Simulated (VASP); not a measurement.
# Pt (Fm-3m) in VASP: single point with r2SCAN+rVV10

Aim: the single point of Pt with r2SCAN+rVV10.

Program: VASP 6.6.1. These are calculated values, not measurements. Logs are shortened: lines on timing, memory, paths and dates and some standing lists are left out, and cuts for length are marked.

### Step 1. The cell of the first run

Symmetry: Fm-3m, No. 225, cubic system. Conventional cell: a = 3.925 Å, b = 3.925 Å, c = 3.925 Å, α = 90.00°, β = 90.00°, γ = 90.00°. Pt (site symmetry m-3m) has 12 Pt at 2.78 Å within 3.7 Å.

### Step 2. Single point, r2SCAN+rVV10

The input, POSCAR:

```
Pt
1.0
    0.0000000000      1.9623920488      1.9623920488
    1.9623920488      0.0000000000      1.9623920488
    1.9623920488      1.9623920488      0.0000000000
Pt
1
Direct
    0.0000000000      0.0000000000      0.0000000000
```

The input, INCAR.step1:

```
SYSTEM = Pt
PREC = Accurate
ENCUT = 630
ISMEAR = 0
SIGMA = 0.1
LREAL = .FALSE.
LASPH = .TRUE.
NELM = 120
NBANDS = 15
GGA = PE
ALGO = Normal
EDIFF = 1E-5
LWAVE = .TRUE.
LCHARG = .FALSE.
GGA_COMPAT = .FALSE.
```

The input, INCAR.step2:

```
SYSTEM = Pt
PREC = Accurate
ENCUT = 630
EDIFF = 1E-6
ISMEAR = 0
SIGMA = 0.1
LREAL = .FALSE.
LASPH = .TRUE.
NELM = 120
ALGO = Normal
ISIF = 2
LWAVE = .FALSE.
LCHARG = .FALSE.
METAGGA = R2SCAN
LMIXTAU = .TRUE.
LUSE_VDW = .TRUE.
IVDW_NL = 2
BPARAM = 11.95
CPARAM = 0.0093
NBANDS = 15
ISTART = 1
GGA_COMPAT = .FALSE.
```

The input, KPOINTS:

```
regular mesh
0
G
  18 18 18
  0 0 0
```

Potentials or basis: VASP PAW PBE potentials, release 64 (Pt_sv_GW).

On the command line:

```bash
$ cat potpaw_PBE.64/Pt_sv_GW/POTCAR > POTCAR
$ cp INCAR.step1 INCAR
$ mpirun -np 1 vasp_std > vasp.out
$ cp INCAR.step2 INCAR
$ mpirun -np 1 vasp_std > vasp.out
```

OUTCAR:

```text
SYSTEM = Pt
   PREC = Accurate
   ENCUT = 630
   EDIFF = 1E-6
   ISMEAR = 0
   LREAL = .FALSE.
   LASPH = .TRUE.
   NELM = 120
   ISIF = 2
   METAGGA = R2SCAN
   IVDW_NL = 2
   BPARAM = 11.95
   ISTART = 1

 ion  position               nearest neighbor table
   1  0.000  0.000  0.000-

  LATTYP: Found a face centered cubic cell.
 ALAT       =     3.9247840976

  Lattice vectors:

 A1 = (   0.0000000000,   1.9623920488,   1.9623920488)
 A2 = (   1.9623920488,   0.0000000000,   1.9623920488)
 A3 = (   1.9623920488,   1.9623920488,   0.0000000000)

Analysis of symmetry for initial positions (statically):
=====================================================================
 Subroutine PRICEL returns:
 Original cell was already a primitive cell.

 Routine SETGRP: Setting up the symmetry group for a
 face centered cubic supercell.

 Subroutine GETGRP returns: Found 48 space group operations
 (whereof 48 operations were pure point group operations)
 out of a pool of 48 trial point group operations.

The static configuration has the point symmetry O_h .

Analysis of symmetry for dynamics (positions and initial velocities):
=====================================================================
 Subroutine PRICEL returns:
 Original cell was already a primitive cell.

 Routine SETGRP: Setting up the symmetry group for a
 face centered cubic supercell.

 Subroutine GETGRP returns: Found 48 space group operations
 (whereof 48 operations were pure point group operations)
 out of a pool of 48 trial point group operations.

The dynamic configuration has the point symmetry O_h .

 Subroutine INISYM returns: Found 48 space group operations
 (whereof 48 operations are pure point group operations),
 and found     1 'primitive' translations

----------------------------------------------------------------------------------------

                                     Primitive cell

  volume of cell :      15.1143

  direct lattice vectors                    reciprocal lattice vectors
     0.000000000  1.962392049  1.962392049    -0.254791085  0.254791085  0.254791085
     1.962392049  0.000000000  1.962392049     0.254791085 -0.254791085  0.254791085
     1.962392049  1.962392049  0.000000000     0.254791085  0.254791085 -0.254791085

  length of vectors
     2.775241450  2.775241450  2.775241450     0.441311105  0.441311105  0.441311105

  position of ions in fractional coordinates (direct lattice)
     0.000000000  0.000000000  0.000000000

  ion indices of the primitive-cell ions
   primitive index   ion index
                 1           1

----------------------------------------------------------------------------------------

 KPOINTS: regular mesh

Automatic generation of k-mesh.
 Grid dimensions read from file:
 generate k-points for:   18   18   18

 Generating k-lattice:

  Cartesian coordinates                     Fractional coordinates (reciprocal lattice)
    -0.014155060  0.014155060  0.014155060     0.055555556  0.000000000  0.000000000
     0.014155060 -0.014155060  0.014155060     0.000000000  0.055555556  0.000000000
     0.014155060  0.014155060 -0.014155060     0.000000000  0.000000000  0.055555556

  Length of vectors
     0.024517284  0.024517284  0.024517284

  Shift w.r.t. Gamma in fractional coordinates (k-lattice)
     0.000000000  0.000000000  0.000000000

 Subroutine IBZKPT returns following result:
 ===========================================

 Found    195 irreducible k-points:

 Following reciprocal coordinates:
            Coordinates               Weight
  0.000000  0.000000  0.000000      1.000000
  0.055556  0.000000  0.000000      8.000000
  0.111111  0.000000  0.000000      8.000000
  0.166667  0.000000  0.000000      8.000000
  0.222222  0.000000  0.000000      8.000000
  0.277778  0.000000  0.000000      8.000000
[... 16 lines left out ...]
 -0.277778  0.055556  0.000000     24.000000
 -0.222222  0.055556  0.000000     24.000000
 [... further k-points ...]
   k-points           NKPTS =    195   k-points in BZ     NKDIM =    195   number of bands    NBANDS=     15
   number of dos      NEDOS =    301   number of ions     NIONS =      1
   total plane-waves  NPLWV =  13824
   dimension x,y,z NGX =    24 NGY =   24 NGZ =   24
   dimension x,y,z NGXF=    48 NGYF=   48 NGZF=   48
   ions per type =               1
   NGX,Y,Z   is equivalent  to a cutoff of  14.38, 14.38, 14.38 a.u.
   NGXF,Y,Z  is equivalent  to a cutoff of  28.75, 28.75, 28.75 a.u.
 SYSTEM =  Pt
   PREC   = accura    normal or accurate (medium, high low for compatibility)
   ISTART =      1    job   : 0-new  1-cont  2-samecut
   ICHARG =      0    charge: 1-file 2-atom 10-const
   ISPIN  =      1    spin polarized calculation?
   LNONCOLLINEAR =      F non collinear calculations
   LSORBIT =      F    spin-orbit coupling
   LASPH  =      T    aspherical Exc in radial PAW
   ENCUT  =  630.0 eV  46.30 Ry    6.80 a.u.   5.68  5.68  5.68*2*pi/ulx,y,z
   NELM   =    120;   NELMIN=  2; NELMDL=  0     # of ELM steps
   EDIFF  = 0.1E-05   stopping-criterion for ELM
   LREAL  =      F    real-space projection
   EDIFFG = 0.1E-04   stopping-criterion for IOM
   NSW    =      0    number of steps for IOM
   IBRION =     -1    ionic relax: 0-MD 1-quasi-New 2-CG
   NFREE  =      0    steps in history (QN), initial steepest desc. (CG)
   ISIF   =      2    stress and relaxation
   ISYM   =      2    0-nonsym 1-usesym 2-fastsym
   POTIM  = 0.5000    time-step for ionic-motion
   TEBEG  =    0.0;   TEEND  =   0.0 temperature during run
   PSTRESS=    0.0 pullay stress
   NELECT =      18.0000    total number of electrons
   NUPDOWN=      -1.0000    fix difference up-down
   EMIN   =  10.00;   EMAX   =-10.00  energy-range for DOS
   EFERMI =   0.00;   METHOD = LEGACY
   ISMEAR =     0;   SIGMA  =   0.10  broadening in eV -4-tet -1-fermi 0-gaus
   EFERMI_NEDOS =   21; number of points for ismear=-14 and -15
   IALGO  =     38    algorithm
   IMIX   =      4    mixing-type and parameters
     AMIX     =   0.40;   BMIX     =  1.00
     AMIX_MAG =   1.60;   BMIX_MAG =  1.00
  volume/ion in A,a.u.               =      15.11       102.00
  Fermi-wavevector in a.u.,A,eV,Ry     =   1.735281  3.279206 40.969880  3.011201
  Thomas-Fermi vector in A             =   2.808917
   LORBIT       =      0    0 simple, 1 ext, 2 COOP (PROOUT), +10 PAW based schemes
   METAGGA = R2SCAN    functional components
   LHFCALC =     F    Hartree Fock is set to
   AEXX    =    0.0000 exact exchange contribution
   IVDW_NL    =     2    kernel type
   BPARAM     =11.9500
   IVDW    =     0    specifies the selected vdW correction
   LEPSILON=     F    determine dielectric tensor
   LRPA    =     F    only Hartree local field effects (RPA)
 non-spin polarized calculation
 Gauss-broadening in eV      SIGMA  =   0.10
  energy-cutoff  :      630.00
  volume of cell :       15.11
 maximum number of plane-waves:       556
   NGX = 11   NGY = 11   NGZ = 11

 number of electron      18.0000001 magnetization

 Free energy of the ion-electron system (eV)
  ---------------------------------------------------
  ext. energy  EPLUGINS =         0.00000000
  ---------------------------------------------------
  free energy    TOTEN  =       -51.06160989 eV

  energy without entropy =      -51.05147447  energy(sigma->0) =      -51.05654218

 E-fermi :  10.4350     XC(G=0): -15.2933

 val. band max:       10.4335427924   @ k =   0.4444   0.1111   0.0000
 cond. band min:      10.4350562194   @ k =  -0.2778   0.3889   0.1667
 fundamental gap:      0.0015134270
 Fermi energy:        10.4349919890

 k-point     1 :       0.0000    0.0000    0.0000
  band No.  band energies     occupation
      1     -90.2469      2.00000
      2     -43.5933      2.00000
      3     -43.5933      2.00000
      4     -43.5933      2.00000
      5      -0.0303      2.00000
      6       6.5295      2.00000
      7       6.5295      2.00000
      8       6.5295      2.00000
      9       8.6856      2.00000
     10       8.6856      2.00000
     11      25.7840      0.00000
     12      30.9308      0.00000
     13      30.9308      0.00000
     14      30.9308      0.00000
     15      36.8930      0.00000

 k-point     2 :       0.0556    0.0000    0.0000
  band No.  band energies     occupation
      1     -90.2456      2.00000
      2     -43.6088      2.00000
      3     -43.5955      2.00000
      4     -43.5955      2.00000
      5       0.0998      2.00000
      6       6.4719      2.00000
      7       6.5812      2.00000
      8       6.5812      2.00000
      9       8.6570      2.00000
     10       8.6570      2.00000
     11      25.9842      0.00000
     12      30.2785      0.00000
     13      31.1278      0.00000
     14      31.1278      0.00000
     15      37.6170      0.00000

 k-point     3 :       0.1111    0.0000    0.0000
  band No.  band energies     occupation
      1     -90.2424      2.00000
      2     -43.6535      2.00000
      3     -43.6019      2.00000
      4     -43.6019      2.00000
      5       0.4779      2.00000
      6       6.3244      2.00000
      7       6.7158      2.00000
      8       6.7158      2.00000
      9       8.5969      2.00000
     10       8.5969      2.00000
     11      26.5289      0.00000
     12      28.8710      0.00000
     13      31.7014      0.00000
     14      31.7014      0.00000
     15      38.3076      0.00000

 k-point     4 :       0.1667    0.0000    0.0000
  band No.  band energies     occupation
      1     -90.2375      2.00000
      2     -43.7216      2.00000
      3     -43.6116      2.00000
      4     -43.6116      2.00000
      5       1.0605      2.00000
      6       6.1627      2.00000
      7       6.8645      2.00000
      8       6.8645      2.00000
      9       8.5862      2.00000
     10       8.5862      2.00000
     11      27.1349      0.00000
     12      27.3146      0.00000
     13      32.5943      0.00000
     14      32.5943      0.00000
     15      36.5453      0.00000
[... 307 lines left out ...]
 k-point    22 :      -0.3333    0.0556    0.0000
  band No.  band energies     occupation
      1     -90.2165      2.00000
      2     -43.9946      2.00000
      3     -43.6683      2.00000
      4     -43.6483      2.00000
      5       2.9199      2.00000
      6       6.6047      2.00000
      7       6.7166      2.00000
      8       7.2760      2.00000
      9       9.4430      2.00000
     10      10.2192      1.99772
     11      20.6459      0.00000
     12      26.5599      0.00000
     13      30.9467      0.00000
     14      32.9743      0.00000
     15      36.3258      0.00000

 k-point    23 :      -0.2778    0.0556    0.0000
  band No.  band energies     occupation
      1     -90.2222      2.00000
      2     -43.9194      2.00000
      3     -43.6577      2.00000
      4     -43.6357      2.00000
      5       2.6427      2.00000
      6       6.4042      2.00000
      7       6.8066      2.00000
      8       6.8717      2.00000
      9       8.9266      2.00000
     10       9.6842      2.00000
     11      22.8329      0.00000
     12      27.2667      0.00000
     13      31.9095      0.00000
     14      34.6716      0.00000
     15      34.8509      0.00000

 k-point    24 :      -0.2222    0.0556    0.0000
  band No.  band energies     occupation
      1     -90.2287      2.00000
      2     -43.8352      2.00000
      3     -43.6446      2.00000
      4     -43.6228      2.00000
      5       2.0872      2.00000
      6       6.0427      2.00000
      7       6.9214      2.00000
      8       6.9885      2.00000
      9       8.5118      2.00000
     10       9.2159      2.00000
     11      24.8793      0.00000
     12      27.7599      0.00000
     13      32.4373      0.00000
     14      33.9496      0.00000
     15      35.1802      0.00000

 [... further k-points ...]

------------------------ aborting loop because EDIFF is reached ----------------------------------------

  FORCE on cell =-STRESS in cart. coord.  units (eV):
  Direction    XX          YY          ZZ          XY          YZ          ZX
  --------------------------------------------------------------------------------------
  -------------------------------------------------------------------------------------
  Total       -0.0003134     -0.0003134     -0.0003134      0.0000000      0.0000000      0.0000000
  in kB       -0.0332168     -0.0332168     -0.0332168      0.0000000      0.0000000      0.0000000
  external PRESSURE =      -0.0332168 kB  Pullay stress =       0.0000000 kB

 VOLUME and BASIS-vectors are now :
 -----------------------------------------------------------------------------
  energy-cutoff  :      630.00
  volume of cell :       15.11
      direct lattice vectors                 reciprocal lattice vectors
     0.000000000  1.962392049  1.962392049    -0.254791085  0.254791085  0.254791085
     1.962392049  0.000000000  1.962392049     0.254791085 -0.254791085  0.254791085
     1.962392049  1.962392049  0.000000000     0.254791085  0.254791085 -0.254791085

 POSITION                                       TOTAL-FORCE (eV/Angst)
 -----------------------------------------------------------------------------------
      0.00000      0.00000      0.00000        -0.000000      0.000000     -0.000000
 -----------------------------------------------------------------------------------
    total drift:                                0.000000      0.000000     -0.000000

  FREE ENERGIE OF THE ION-ELECTRON SYSTEM (eV)
  ---------------------------------------------------
  free  energy   TOTEN  =       -51.0616098912 eV

  energy  without entropy=      -51.0514744682  energy(sigma->0) =      -51.05654218
```

Wall time 3.9 min (1 thread of Intel Xeon Platinum 8375C at 2.90GHz (Ice Lake), shared host); peak memory 0.26 GiB.

Results:

```
Free energy            : -51.0616 eV
Pressure               : 0.0 GPa
Band gap on the k mesh : zero (bands 9 and 10 overlap by 2.37 eV)
```

Levels at points of the mesh, in eV from the Fermi level:
| k point | band 7 | band 8 | band 9 | band 10 | band 11 | band 12 |
| --- | --- | --- | --- | --- | --- | --- |
| (0.00, 0.00, 0.00) | -3.91 | -3.91 | -1.75 | -1.75 | 15.35 | 20.50 |
| (0.50, 0.00, 0.00) | -4.00 | -0.29 | 0.02 | 0.02 | 6.15 | 15.01 |
| (0.50, 0.50, 0.00) | -0.06 | 0.52 | 0.52 | 1.95 | 9.34 | 11.99 |

Caveat: the PAW data sets were made with another functional, which shifts forces and pressure a little; spin-orbit coupling is left out, which moves the levels of the heavy elements.
